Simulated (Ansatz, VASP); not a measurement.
# One calculation of B2Te3, two programs

```
CELL_PARAMETERS angstrom
5.91853 0.00000 0.00000
-2.95927 5.12560 0.00000
0.00000 0.00000 4.13498
ATOMIC_POSITIONS crystal
B 0.33333 0.66667 0.50000
B 0.66667 0.33333 0.50000
Te 0.40586 0.00000 0.00000
Te 0.00000 0.40586 0.00000
Te 0.59414 0.59414 0.00000
```

Alike in both runs: functional PBE; k mesh 6 × 6 × 2; occupations gaussian, width 0.1 eV; no spin polarisation.

Ansatz relaxed the structure, and its values are those at the end. VASP's run is a single point on that final structure, the one shown.

```csv
,VASP,Ansatz
version,VASP 6.6.1,Ansatz 0.2.0
potentials or method,"VASP PAW PBE potentials, release 64 (B, Te), cutoff 520 eV","scalar-relativistic, plane waves, PAW"
valence electrons in the cell,24,54
```

|  | VASP | Ansatz | Ansatz less VASP |
| --- | --- | --- | --- |
| gap on the k mesh at the Fermi level (eV) | none | none | - |
| pressure (GPa) | 0.0 | 0.0 | +0.05 |

A gap of «none» marks a metal or a gap that the smearing closes. VASP's potentials hold 24 valence electrons a cell and Ansatz's 54, so a difference there can come from the potentials and not from the codes.

The k mesh is coarse, so the values compare programs but aren't converged. Neither program's run includes spin-orbit coupling.
